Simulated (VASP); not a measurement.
# Ba (Im-3m) in VASP: single point with PBE

Aim: the single point of Ba with PBE.

Program: VASP 6.6.1. These are calculated values, not measurements. Logs are shortened: lines on timing, memory, paths and dates and some standing lists are left out, and cuts for length are marked.

**1. The cell of the first run**

The structure is cubic, space group Im-3m (No. 229). The conventional cell has a = 5.020 Å, b = 5.020 Å, c = 5.020 Å, α = 90.00°, β = 90.00°, γ = 90.00°. Within 5.7 Å of Ba (site symmetry m-3m) lie 14 Ba at 4.35 to 5.02 Å.

**2. Single point, PBE**

INCAR

```
SYSTEM = Ba
ALGO = Normal ; EDIFF = 1E-6
ENCUT = 520 ; GGA = PE
ISIF = 2 ; ISMEAR = 0
LASPH = .True. ; LCHARG = .False.
LREAL = .False. ; LWAVE = .False.
NBANDS = 11 ; NELM = 100
PREC = Accurate ; SIGMA = 0.05
```

KPOINTS

```
k-points
0
Gamma
  10 10 10
  0 0 0
```

POSCAR

```
Ba
1.0
   -2.5100000000      2.5100000000      2.5100000000
    2.5100000000     -2.5100000000      2.5100000000
    2.5100000000      2.5100000000     -2.5100000000
Ba
1
Direct
    0.0000000000      0.0000000000      0.0000000000
```

Potentials or basis: VASP PAW PBE potentials, release 64 (Ba_sv).

On the command line:

```
$ cat potpaw_PBE.64/Ba_sv/POTCAR > POTCAR
$ mpirun -np 1 vasp_std > vasp.out
```

OUTCAR:

```text
SYSTEM = Ba
   EDIFF = 1E-6
   ENCUT = 520
   GGA = PE
   ISIF = 2
   ISMEAR = 0
   LASPH = .True.
   LREAL = .False.
   NELM = 100
   PREC = Accurate

 ion  position               nearest neighbor table
   1  0.000  0.000  0.000-

  LATTYP: Found a body centered cubic cell.
 ALAT       =     5.0200000000

  Lattice vectors:

 A1 = (  -2.5100000000,   2.5100000000,   2.5100000000)
 A2 = (   2.5100000000,  -2.5100000000,   2.5100000000)
 A3 = (   2.5100000000,   2.5100000000,  -2.5100000000)

Analysis of symmetry for initial positions (statically):
=====================================================================
 Subroutine PRICEL returns:
 Original cell was already a primitive cell.

 Routine SETGRP: Setting up the symmetry group for a
 body centered cubic supercell.

 Subroutine GETGRP returns: Found 48 space group operations
 (whereof 48 operations were pure point group operations)
 out of a pool of 48 trial point group operations.

The static configuration has the point symmetry O_h .

Analysis of symmetry for dynamics (positions and initial velocities):
=====================================================================
 Subroutine PRICEL returns:
 Original cell was already a primitive cell.

 Routine SETGRP: Setting up the symmetry group for a
 body centered cubic supercell.

 Subroutine GETGRP returns: Found 48 space group operations
 (whereof 48 operations were pure point group operations)
 out of a pool of 48 trial point group operations.

The dynamic configuration has the point symmetry O_h .

 Subroutine INISYM returns: Found 48 space group operations
 (whereof 48 operations are pure point group operations),
 and found     1 'primitive' translations

----------------------------------------------------------------------------------------

                                     Primitive cell

  volume of cell :      63.2530

  direct lattice vectors                    reciprocal lattice vectors
    -2.510000000  2.510000000  2.510000000     0.000000000  0.199203187  0.199203187
     2.510000000 -2.510000000  2.510000000     0.199203187  0.000000000  0.199203187
     2.510000000  2.510000000 -2.510000000     0.199203187  0.199203187  0.000000000

  length of vectors
     4.347447527  4.347447527  4.347447527     0.281715849  0.281715849  0.281715849

  position of ions in fractional coordinates (direct lattice)
     0.000000000  0.000000000  0.000000000

  ion indices of the primitive-cell ions
   primitive index   ion index
                 1           1

----------------------------------------------------------------------------------------

 KPOINTS: k-points

Automatic generation of k-mesh.
 Grid dimensions read from file:
 generate k-points for:   10   10   10

 Generating k-lattice:

  Cartesian coordinates                     Fractional coordinates (reciprocal lattice)
     0.000000000  0.019920319  0.019920319     0.100000000  0.000000000  0.000000000
     0.019920319  0.000000000  0.019920319     0.000000000  0.100000000  0.000000000
     0.019920319  0.019920319  0.000000000     0.000000000  0.000000000  0.100000000

  Length of vectors
     0.028171585  0.028171585  0.028171585

  Shift w.r.t. Gamma in fractional coordinates (k-lattice)
     0.000000000  0.000000000  0.000000000

 Subroutine IBZKPT returns following result:
 ===========================================

 Found     47 irreducible k-points:

 Following reciprocal coordinates:
            Coordinates               Weight
  0.000000  0.000000  0.000000      1.000000
  0.100000  0.000000  0.000000     12.000000
  0.200000  0.000000  0.000000     12.000000
  0.300000  0.000000  0.000000     12.000000
  0.400000  0.000000  0.000000     12.000000
  0.500000  0.000000  0.000000      6.000000
[... 16 lines left out ...]
  0.300000  0.300000  0.100000      8.000000
 -0.300000  0.300000  0.100000     24.000000
 [... further k-points ...]
   k-points           NKPTS =     47   k-points in BZ     NKDIM =     47   number of bands    NBANDS=     11
   number of dos      NEDOS =    301   number of ions     NIONS =      1
   total plane-waves  NPLWV =  32768
   dimension x,y,z NGX =    32 NGY =   32 NGZ =   32
   dimension x,y,z NGXF=    64 NGYF=   64 NGZF=   64
   ions per type =               1
   NGX,Y,Z   is equivalent  to a cutoff of  12.24, 12.24, 12.24 a.u.
   NGXF,Y,Z  is equivalent  to a cutoff of  24.47, 24.47, 24.47 a.u.
 SYSTEM =  Ba
   PREC   = accura    normal or accurate (medium, high low for compatibility)
   ISTART =      0    job   : 0-new  1-cont  2-samecut
   ICHARG =      2    charge: 1-file 2-atom 10-const
   ISPIN  =      1    spin polarized calculation?
   LNONCOLLINEAR =      F non collinear calculations
   LSORBIT =      F    spin-orbit coupling
   LASPH  =      T    aspherical Exc in radial PAW
   ENCUT  =  520.0 eV  38.22 Ry    6.18 a.u.   8.08  8.08  8.08*2*pi/ulx,y,z
   NELM   =    100;   NELMIN=  2; NELMDL= -5     # of ELM steps
   EDIFF  = 0.1E-05   stopping-criterion for ELM
   LREAL  =      F    real-space projection
   EDIFFG = 0.1E-04   stopping-criterion for IOM
   NSW    =      0    number of steps for IOM
   IBRION =     -1    ionic relax: 0-MD 1-quasi-New 2-CG
   NFREE  =      0    steps in history (QN), initial steepest desc. (CG)
   ISIF   =      2    stress and relaxation
   ISYM   =      2    0-nonsym 1-usesym 2-fastsym
   POTIM  = 0.5000    time-step for ionic-motion
   TEBEG  =    0.0;   TEEND  =   0.0 temperature during run
   PSTRESS=    0.0 pullay stress
   NELECT =      10.0000    total number of electrons
   NUPDOWN=      -1.0000    fix difference up-down
   EMIN   =  10.00;   EMAX   =-10.00  energy-range for DOS
   EFERMI =   0.00;   METHOD = LEGACY
   ISMEAR =     0;   SIGMA  =   0.05  broadening in eV -4-tet -1-fermi 0-gaus
   EFERMI_NEDOS =   21; number of points for ismear=-14 and -15
   IALGO  =     38    algorithm
   IMIX   =      4    mixing-type and parameters
     AMIX     =   0.40;   BMIX     =  1.00
     AMIX_MAG =   1.60;   BMIX_MAG =  1.00
  volume/ion in A,a.u.               =      63.25       426.85
  Fermi-wavevector in a.u.,A,eV,Ry     =   0.885213  1.672810 10.661553  0.783602
  Thomas-Fermi vector in A             =   2.006216
   LORBIT       =      0    0 simple, 1 ext, 2 COOP (PROOUT), +10 PAW based schemes
   GGA     = PE    functional components
   LHFCALC =     F    Hartree Fock is set to
   AEXX    =    0.0000 exact exchange contribution
   IVDW    =     0    specifies the selected vdW correction
   LEPSILON=     F    determine dielectric tensor
   LRPA    =     F    only Hartree local field effects (RPA)
 non-spin polarized calculation
 Gauss-broadening in eV      SIGMA  =   0.05
  energy-cutoff  :      520.00
  volume of cell :       63.25
 maximum number of plane-waves:      1725
   NGX = 17   NGY = 17   NGZ = 17

 number of electron      10.0000000 magnetization

 Free energy of the ion-electron system (eV)
  ---------------------------------------------------
  ext. energy  EPLUGINS =         0.00000000
  ---------------------------------------------------
  free energy    TOTEN  =        -1.90716350 eV

  energy without entropy =       -1.90503021  energy(sigma->0) =       -1.90609685

 E-fermi :   1.6114     XC(G=0):  -7.3962

 val. band max:        1.6097240371   @ k =  -0.4000   0.4000   0.3000
 cond. band min:       1.6388068982   @ k =  -0.4000  -0.4000   0.1000
 fundamental gap:      0.0290828611
 Fermi energy:         1.6113554526

 k-point     1 :       0.0000    0.0000    0.0000
  band No.  band energies     occupation
      1     -27.2576      2.00000
      2     -12.2094      2.00000
      3     -12.2094      2.00000
      4     -12.2094      2.00000
      5      -1.1157      2.00000
      6       3.4588      0.00000
      7       3.4588      0.00000
      8       3.4588      0.00000
      9       4.8558      0.00000
     10       4.8558      0.00000
     11       8.5562      0.00000

 k-point     2 :       0.1000    0.0000    0.0000
  band No.  band energies     occupation
      1     -27.2536      2.00000
      2     -12.2558      2.00000
      3     -12.2237      2.00000
      4     -12.2097      2.00000
      5      -0.9304      2.00000
      6       3.3091      0.00000
      7       3.3706      0.00000
      8       3.6483      0.00000
      9       4.6342      0.00000
     10       4.8452      0.00000
     11       8.7621      0.00000

 k-point     3 :       0.2000    0.0000    0.0000
  band No.  band energies     occupation
      1     -27.2430      2.00000
      2     -12.3740      2.00000
      3     -12.2608      2.00000
      4     -12.2104      2.00000
      5      -0.4283      2.00000
      6       2.9754      0.00000
      7       3.0063      0.00000
      8       4.2030      0.00000
      9       4.5349      0.00000
     10       4.8657      0.00000
     11       9.0373      0.00000

 k-point     4 :       0.3000    0.0000    0.0000
  band No.  band energies     occupation
      1     -27.2298      2.00000
      2     -12.5140      2.00000
      3     -12.3059      2.00000
      4     -12.2113      2.00000
      5       0.2082      2.00000
      6       2.6376      0.00000
      7       2.6388      0.00000
      8       4.7232      0.00000
      9       4.9968      0.00000
     10       5.0767      0.00000
     11       8.4822      0.00000
[... 239 lines left out ...]
 k-point    22 :      -0.2000    0.2000    0.1000
  band No.  band energies     occupation
      1     -27.2393      2.00000
      2     -12.3747      2.00000
      3     -12.2759      2.00000
      4     -12.2460      2.00000
      5      -0.2613      2.00000
      6       3.0446      0.00000
      7       3.1199      0.00000
      8       3.8734      0.00000
      9       4.1332      0.00000
     10       5.2887      0.00000
     11       9.2484      0.00000

 k-point    23 :       0.3000    0.3000    0.1000
  band No.  band energies     occupation
      1     -27.2120      2.00000
      2     -12.4982      2.00000
      3     -12.4982      2.00000
      4     -12.3071      2.00000
      5       1.7986      0.00000
      6       2.2117      0.00000
      7       2.2117      0.00000
      8       5.3592      0.00000
      9       5.3592      0.00000
     10       5.8769      0.00000
     11       8.1657      0.00000

 k-point    24 :      -0.3000    0.3000    0.1000
  band No.  band energies     occupation
      1     -27.2265      2.00000
      2     -12.5075      2.00000
      3     -12.3217      2.00000
      4     -12.2453      2.00000
      5       0.3657      2.00000
      6       2.5686      0.00000
      7       2.8086      0.00000
      8       4.1158      0.00000
      9       5.0023      0.00000
     10       5.3680      0.00000
     11       8.3411      0.00000

 [... further k-points ...]
[... 5 lines left out ...]
  --------------------------------------------------------------------------------------
  -------------------------------------------------------------------------------------
  Total        0.0237145      0.0237145      0.0237145     -0.0000000     -0.0000000      0.0000000
  in kB        0.6006805      0.6006805      0.6006805     -0.0000000     -0.0000000      0.0000000
  external PRESSURE =       0.6006805 kB  Pullay stress =       0.0000000 kB

 VOLUME and BASIS-vectors are now :
 -----------------------------------------------------------------------------
  energy-cutoff  :      520.00
  volume of cell :       63.25
      direct lattice vectors                 reciprocal lattice vectors
    -2.510000000  2.510000000  2.510000000     0.000000000  0.199203187  0.199203187
     2.510000000 -2.510000000  2.510000000     0.199203187  0.000000000  0.199203187
     2.510000000  2.510000000 -2.510000000     0.199203187  0.199203187  0.000000000

 POSITION                                       TOTAL-FORCE (eV/Angst)
 -----------------------------------------------------------------------------------
      0.00000      0.00000      0.00000        -0.000000      0.000000     -0.000000
 -----------------------------------------------------------------------------------
    total drift:                               -0.000000      0.000000      0.000000

  FREE ENERGIE OF THE ION-ELECTRON SYSTEM (eV)
  ---------------------------------------------------
  free  energy   TOTEN  =        -1.9071635033 eV

  energy  without entropy=       -1.9050302066  energy(sigma->0) =       -1.90609685
```

Wall time 22 s (1 thread of Intel Xeon 8259CL, shared host); peak memory 0.19 GiB.

What came out:

| Property | Result |
| --- | --- |
| Free energy | -1.9072 eV |
| Pressure | 0.1 GPa |
| Band gap on the k mesh | zero (bands 5 and 6 overlap by 0.86 eV) |

Caveat: spin-orbit coupling is left out, which moves the levels of the heavy elements.
